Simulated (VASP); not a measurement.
## CrO2: single point with PBE

System: CrO2, a sheet with vacuum.

```
Cr O
1.0
     3.08548    0.00000    0.00000
    -1.33351    2.78244    0.00000
     0.00000    0.00000   17.00000
Cr O
1 2
Cartesian
  1.5427 0.0000 8.5000
  0.2559 1.0751 7.3155
  1.4961 1.7074 9.6845
```

The cell was generated, and may not be a known phase.

```yaml
Program: VASP 6.6.1
Task: single point
Functional: PBE
Potentials_or_basis: VASP PAW PBE potentials, release 64 (Cr_sv, O)
Cutoff: 520 eV
k_mesh: 6 × 6 × 1
Occupations: gaussian, width 0.1 eV
Spin: collinear spin, ferromagnetic start
Starting_moments: "[3.0, 0.0, 0.0] μB"
Dipole_correction: yes
Further_INCAR_settings: ALGO = Normal; EDIFF = 1e-06; NBANDS = 24; NELMDL = -8
```

```
Largest force                                         : 3.457 eV/Å
Band gap on the k mesh                                : zero (filled and empty bands overlap)
Net moment                                            : 2.00 μB per cell
Site moments                                          : Cr +2.25; O -0.23 μB
Valence electrons inside the program's atomic spheres : Cr 11.42; O 4.83
```

Forces on the atoms (eV/Å):
```
Cr   0.000  0.000  0.000
O   -0.069 -0.330  3.441
O    0.069  0.330 -3.441
```

Levels at points of the mesh, in eV from the Fermi level:
Spin up:
| k point | band 10 | band 11 | band 12 | band 13 | band 14 | band 15 | band 16 | band 17 | band 18 | band 19 |
| --- | --- | --- | --- | --- | --- | --- | --- | --- | --- | --- |
| (0.00, 0.00, 0.00) | -1.28 | -1.05 | -0.91 | -0.87 | -0.49 | 0.07 | 1.46 | 2.86 | 5.48 | 7.41 |
| (0.50, 0.00, 0.00) | -2.88 | -1.48 | -0.97 | -0.78 | -0.66 | 0.07 | 1.56 | 2.86 | 8.62 | 10.43 |
| (0.00, 0.50, 0.00) | -2.46 | -1.80 | -1.17 | -1.07 | -0.55 | -0.25 | 1.39 | 2.43 | 9.32 | 10.11 |
| (0.50, 0.50, 0.00) | -2.51 | -1.83 | -1.34 | -1.10 | -0.52 | 0.02 | 1.61 | 2.45 | 8.47 | 10.69 |
Spin down:
| k point | band 8 | band 9 | band 10 | band 11 | band 12 | band 13 | band 14 | band 15 | band 16 | band 17 |
| --- | --- | --- | --- | --- | --- | --- | --- | --- | --- | --- |
| (0.00, 0.00, 0.00) | -3.20 | -2.67 | -1.46 | -1.22 | -0.96 | 1.44 | 1.66 | 2.20 | 2.48 | 3.79 |
| (0.50, 0.00, 0.00) | -3.56 | -3.16 | -2.56 | -1.74 | -1.30 | 1.56 | 2.18 | 2.48 | 2.85 | 3.84 |
| (0.00, 0.50, 0.00) | -3.06 | -2.47 | -2.15 | -2.10 | -1.63 | 1.21 | 2.01 | 2.33 | 2.70 | 3.48 |
| (0.50, 0.50, 0.00) | -3.04 | -2.94 | -2.21 | -2.08 | -1.79 | 1.39 | 2.09 | 2.43 | 2.90 | 3.50 |

It took 2.6 min on 1 thread of AMD EPYC 9R45 96-Core Processor (Zen 5), on a shared host, peak memory 0.33 GiB.

Caveat: the k points lie up to 0.38 Å⁻¹ apart; semilocal functionals often make such compounds metallic where correlation or magnetic order opens a gap, which also shifts bond lengths. With open d or f shells a metallic result of PBE can be an artefact of self-interaction; +U or a hybrid may open a gap.
